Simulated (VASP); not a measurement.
# Si16B (a cell with a defect) in VASP: single point with PBE+D3(BJ)

Aim: the single point of Si16B (a cell with a defect) with PBE+D3(BJ).

Program: VASP 6.6.1. These are calculated values, not measurements. Logs are shortened: lines on timing, memory, paths and dates and some standing lists are left out, and cuts for length are marked.

## (1) The cell of the first run

The cell holds a defect, 17 atoms: a = 7.679 Å, b = 7.679 Å, c = 7.679 Å, α = 60.00°, β = 60.00°, γ = 60.00°.

## (2) Single point, PBE+D3(BJ), collinear spin

Contents of INCAR:

```
SYSTEM = Si16B
PREC = Accurate
ENCUT = 520
EDIFF = 1E-6
ISMEAR = -1
SIGMA = 0.05
LREAL = Auto
LASPH = .TRUE.
NELM = 150
ALGO = Normal
ISIF = 2
LWAVE = .FALSE.
LCHARG = .FALSE.
ISPIN = 2
MAGMOM = 0 0 0 0 0 0 0 0 0 0 0 0 0 0 0 0 1
LORBIT = 11
GGA = PE
IVDW = 12
NBANDS = 52
```

Contents of KPOINTS:

```
regular mesh
0
G
  2 2 2
  0 0 0
```

Contents of POSCAR:

```
Si16B
1.0
    0.0000000000      5.4300000000      5.4300000000
    5.4300000000      0.0000000000      5.4300000000
    5.4300000000      5.4300000000      0.0000000000
Si B
16 1
Direct
    0.0004100840      0.0048522803      0.0008059456
    0.1259155322      0.1257593323      0.1255728956
   -0.0006973849     -0.0001603967      0.4987799622
    0.1199021956      0.1240549393      0.6249113416
   -0.0024561079      0.4978343453     -0.0026410079
    0.1222700381      0.6222311393      0.1222735200
    0.0013660927      0.5007739024      0.5051428502
    0.1261347545      0.6267464180      0.6252909957
    0.4991736749     -0.0001856379     -0.0007803242
    0.6248184975      0.1242602791      0.1202206743
    0.5024641688      0.0021915375      0.5026446861
    0.6270314082      0.1271779832      0.6269481530
    0.5050941113      0.5003512407      0.0013394984
    0.6254784056      0.6266288551      0.1256740466
    0.4991440165      0.4994601283      0.4987249998
    0.6240924721      0.6195464950      0.6243911062
    0.8150821408      0.3195047589      0.8124748567
```

Potentials or basis: VASP PAW PBE potentials, release 64 (Si, B).

Command:

```bash
$ cat potpaw_PBE.64/Si/POTCAR potpaw_PBE.64/B/POTCAR > POTCAR
$ mpirun -np 1 vasp_std > vasp.out
```

OUTCAR:

```text
SYSTEM = Si16B
   PREC = Accurate
   ENCUT = 520
   EDIFF = 1E-6
   ISMEAR = -1
   LREAL = Auto
   LASPH = .TRUE.
   NELM = 150
   ISIF = 2
   ISPIN = 2
   LORBIT = 11
   GGA = PE
   IVDW = 12
 IVDW          = 12

 ion  position               nearest neighbor table
   1  0.000  0.005  0.001-  17 2.25   2 2.33  10 2.36   4 2.36   6 2.40
   2  0.126  0.126  0.126-   1 2.33   5 2.33   3 2.34   9 2.34
   3  0.999  1.000  0.499-   4 2.33  12 2.33   8 2.34   2 2.34
   4  0.120  0.124  0.625-  17 2.25   3 2.33   1 2.36   7 2.36  11 2.40
   5  0.998  0.498  0.997-   2 2.33  14 2.33   8 2.33   6 2.35
   6  0.122  0.622  0.122-   5 2.35   1 2.40  13 2.40   7 2.40
   7  0.001  0.501  0.505-  17 2.21   8 2.33   4 2.36  16 2.37   6 2.40
   8  0.126  0.627  0.625-   7 2.33   5 2.33  15 2.34   3 2.34
   9  0.499  1.000  0.999-  10 2.33  12 2.33  14 2.34   2 2.34
  10  0.625  0.124  0.120-  17 2.27   9 2.33   1 2.36  13 2.36  11 2.40
  11  0.502  0.002  0.503-  12 2.34  10 2.40   4 2.40  16 2.40
  12  0.627  0.127  0.627-   9 2.33   3 2.33  15 2.33  11 2.34
  13  0.505  0.500  0.001-  17 2.23  14 2.33  10 2.36  16 2.37   6 2.40
  14  0.625  0.627  0.126-  13 2.33   5 2.33  15 2.34   9 2.34
  15  0.499  0.499  0.499-  16 2.32  12 2.33   8 2.34  14 2.34
  16  0.624  0.620  0.624-  17 2.23  15 2.32  13 2.37   7 2.37  11 2.40
  17  0.815  0.320  0.812-   7 2.21  13 2.23  16 2.23   1 2.25   4 2.25  10 2.27

  LATTYP: Found a face centered cubic cell.
 ALAT       =    10.8600000000

  Lattice vectors:

 A1 = (   0.0000000000,   5.4300000000,   5.4300000000)
 A2 = (   5.4300000000,   0.0000000000,   5.4300000000)
 A3 = (   5.4300000000,   5.4300000000,   0.0000000000)

Analysis of symmetry for initial positions (statically):
=====================================================================
 Subroutine PRICEL returns:
 Original cell was already a primitive cell.

 Routine SETGRP: Setting up the symmetry group for a
 face centered cubic supercell.

 Subroutine GETGRP returns: Found  1 space group operations
 (whereof  1 operations were pure point group operations)
 out of a pool of 48 trial point group operations.

The static configuration has the point symmetry C_1 .

Analysis of symmetry for dynamics (positions and initial velocities):
=====================================================================
 Subroutine PRICEL returns:
 Original cell was already a primitive cell.

 Routine SETGRP: Setting up the symmetry group for a
 face centered cubic supercell.

 Subroutine GETGRP returns: Found  1 space group operations
 (whereof  1 operations were pure point group operations)
 out of a pool of 48 trial point group operations.

The dynamic configuration has the point symmetry C_1 .

Analysis of structural, dynamic, and magnetic symmetry:
=====================================================================
[... 171 lines left out ...]
 E-fermi :   6.3188     XC(G=0):  -9.5686

 val. band max:        6.3101381582   @ k =   0.5000   0.0000   0.5000
 cond. band min:       6.3285253087   @ k =   0.5000   0.0000   0.0000
 fundamental gap:      0.0183871505
 Fermi energy:         6.3187770416

 spin component 1

 k-point     1 :       0.0000    0.0000    0.0000
  band No.  band energies     occupation
      1      -6.3992      1.00000
      2      -4.2535      1.00000
      3      -3.9910      1.00000
      4      -3.9892      1.00000
      5      -3.5581      1.00000
      6      -2.5239      1.00000
[... 373 lines left out ...]
     44       9.9519      0.00000
     45      10.2673      0.00000
 Fermi energy:         6.3187770416

 spin component 2

 k-point     1 :       0.0000    0.0000    0.0000
  band No.  band energies     occupation
      1      -6.3988      1.00000
      2      -4.2533      1.00000
      3      -3.9908      1.00000
      4      -3.9890      1.00000
      5      -3.5579      1.00000
      6      -2.5234      1.00000
[... 373 lines left out ...]
     44       9.9526      0.00000
     45      10.2675      0.00000
 [bands above 45 left out]

------------------------ aborting loop because EDIFF is reached ----------------------------------------

 Edisp (eV)   -5.32678

 E8    (eV) :    -2.1949

  FORCE on cell =-STRESS in cart. coord.  units (eV):
  Direction    XX          YY          ZZ          XY          YZ          ZX
  --------------------------------------------------------------------------------------
  -------------------------------------------------------------------------------------
  Total      -0.37124    -0.35094    -0.33969     1.86389     1.84350     1.84880
  in kB      -1.85754    -1.75598    -1.69966     9.32614     9.22412     9.25065
  external pressure =       -1.77 kB  Pullay stress =        0.00 kB

 VOLUME and BASIS-vectors are now :
 -----------------------------------------------------------------------------
  energy-cutoff  :      520.00
  volume of cell :      320.21
      direct lattice vectors                 reciprocal lattice vectors
     0.000000000  5.430000000  5.430000000    -0.092081031  0.092081031  0.092081031
     5.430000000  0.000000000  5.430000000     0.092081031 -0.092081031  0.092081031
     5.430000000  5.430000000  0.000000000     0.092081031  0.092081031 -0.092081031

 POSITION                                       TOTAL-FORCE (eV/Angst)
 -----------------------------------------------------------------------------------
      0.03072      0.00660      0.02857         0.013212     -0.030131      0.016339
      1.36473      1.36558      1.36659         0.001784      0.002848      0.002936
      8.13750      8.13459     10.85534        -0.002634     -0.005971     -0.002992
      4.06689      4.04434      1.32469         0.049676     -0.007501      0.002130
      8.11890     10.83232      8.11990         0.015658      0.017067      0.014888
      4.04266      1.32787      4.04264         0.006077      0.009630      0.003570
[... 9 lines left out ...]
      6.75458      6.77927      6.75296        -0.000955      0.040652      0.002725
      6.14665      8.83763      6.16081        -0.046461     -0.011111     -0.068827
 -----------------------------------------------------------------------------------
    total drift:                                0.001059     -0.000027      0.000405

  FREE ENERGIE OF THE ION-ELECTRON SYSTEM (eV)
  ---------------------------------------------------
  free  energy   TOTEN  =       -94.0723557021 eV

  energy  without entropy=      -94.0186169395  energy(sigma->0) =      -94.04548632

 total charge

# of ion       s       p       d       tot
------------------------------------------
    1        0.742   0.928   0.000   1.671
    2        0.743   0.961   0.000   1.704
    3        0.742   0.963   0.000   1.705
    4        0.743   0.927   0.000   1.670
    5        0.743   0.961   0.000   1.704
    6        0.762   0.909   0.000   1.671
[... 9 lines left out ...]
   16        0.743   0.927   0.000   1.670
   17        0.723   0.954   0.000   1.678
--------------------------------------------------
tot         12.645  16.035   0.000  28.680

 magnetization (x)

# of ion       s       p       d       tot
------------------------------------------
    1        0.000   0.000   0.000   0.000
    2        0.000   0.000   0.000   0.000
    3       -0.000  -0.000   0.000  -0.000
    4        0.000   0.000   0.000   0.000
    5       -0.000  -0.000   0.000  -0.000
    6        0.000   0.000   0.000   0.000
[... 9 lines left out ...]
   16        0.000   0.000   0.000   0.000
   17        0.000   0.000   0.000   0.000
--------------------------------------------------
tot          0.001   0.001   0.000   0.001
```

Wall time 16 min (1 thread of Intel Xeon 8259CL, shared host); peak memory 0.71 GiB.

What came out:

| Item | Value |
| --- | --- |
| Free energy | -94.0724 eV |
| Pressure | -0.2 GPa |
| Largest force | 0.084 eV/Å |
| Net moment | 0.00 μB per cell |
| Valence electrons inside the program's atomic spheres | Si 1.67, 1.70, 1.71 (each value once); B 1.68 |
| Dispersion energy per atom | -0.313 eV |

Forces in eV/Å, atoms in the order of the input:
```
Si   0.013 -0.030  0.016
Si   0.002  0.003  0.003
Si  -0.003 -0.006 -0.003
Si   0.050 -0.008  0.002
Si   0.016  0.017  0.015
Si   0.006  0.010  0.004
Si   0.012  0.007 -0.011
Si   0.006  0.003  0.005
Si  -0.003 -0.004 -0.002
Si  -0.001 -0.007  0.051
Si  -0.012 -0.008 -0.015
Si  -0.014 -0.013 -0.015
Si  -0.022  0.008  0.016
Si   0.003  0.001  0.006
Si  -0.006 -0.003 -0.006
Si  -0.001  0.041  0.003
B   -0.046 -0.011 -0.069
```

Caveat: the k points lie up to 0.50 Å⁻¹ apart.
